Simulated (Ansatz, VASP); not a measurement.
**One calculation of SiC2, two programs**

The input POSCAR:

```
SiC2
1.0
    2.4649100000      0.0000000000      0.0000000000
   -1.2324500000      2.1346700000      0.0000000000
    0.0000000000      0.0000000000      7.1274500000
Si C
1 2
Direct
    0.0000000000      0.0000000000      0.0000000000
    0.3333300000      0.6666700000      0.5000000000
    0.6666700000      0.3333300000      0.5000000000
```

The input INCAR.step1:

```
ALGO = Normal ; EDIFF = 1E-5
ENCUT = 520 ; GGA = PE
ISIF = 2 ; ISMEAR = -1
LASPH = T ; LCHARG = F
LREAL = F ; LWAVE = T
NBANDS = 13 ; NELM = 60
PREC = Accurate ; SIGMA = 0.05
```

INCAR.step2

```
AEXX = 0.1 ; ALGO = Normal
EDIFF = 1E-6 ; ENCUT = 520
GGA = PE ; HFSCREEN = 0.2
ISIF = 2 ; ISMEAR = -1
ISTART = 1 ; LASPH = T
LCHARG = F ; LHFCALC = T
LREAL = F ; LWAVE = F
NBANDS = 13 ; NELM = 60
PREC = Accurate ; PRECFOCK = Normal
SIGMA = 0.05
```

File KPOINTS:

```
k-points
0
Gamma
  6 6 2
```

File input:

```
crystal:
  lattice:
    - [2.46491, 0.0, 0.0]
    - [-1.23245, 2.13467, 0.0]
    - [0.0, 0.0, 7.12745]
  atoms:
    - { symbol: Si, position: [0.0, 0.0, 0.0] }
    - { symbol: C, position: [0.33333, 0.66667, 0.5] }
    - { symbol: C, position: [0.66667, 0.33333, 0.5] }
hamiltonian:
  xc: { exchange: pbe, correlation: pbe, exx: { coeff: 0.1, omega: 0.2 } }
  pseudopotentials: { kind: paw }
kpoints:
  mp_grid: { grid: [6, 6, 2] }
scf:
  occupations: { method: fermi_dirac, width: 0.05 }
output:
  forces: true
  stress: true
  eigenvalues: true
  write_density: true
  write_potential: true
  elf: true
  volumetric_format: npy
```

Alike in both runs: task single point; functional PBE-based screened hybrid; k mesh 6 × 6 × 2; occupations fermi-dirac, width 0.05 eV; no spin polarisation.

|  | VASP | Ansatz |
| --- | --- | --- |
| version | VASP 6.6.1 | Ansatz 0.2.0 |
| potentials or method | VASP PAW PBE potentials, release 64 (Si, C) | Ansatz PAW |
| plane-wave cutoff (eV) | 520 | 420 |
| valence electrons in the cell | 12 | 12 |

```csv
,VASP,Ansatz,Ansatz less VASP
gap on the k mesh at the Fermi level (eV),none,none,-
pressure (GPa),1.4,1.2,-0.12
"traceless stress, the component that is largest in VASP (GPa)",1.37,1.60,+0.222
```

VASP's potentials were made for PBE, not for PBE-based screened hybrid. A gap of «none» marks a metal or a gap that the smearing closes. With one functional, cell and mesh, what is left measures potentials, basis and numerics.

The k mesh is coarse, so the values compare programs but aren't converged.
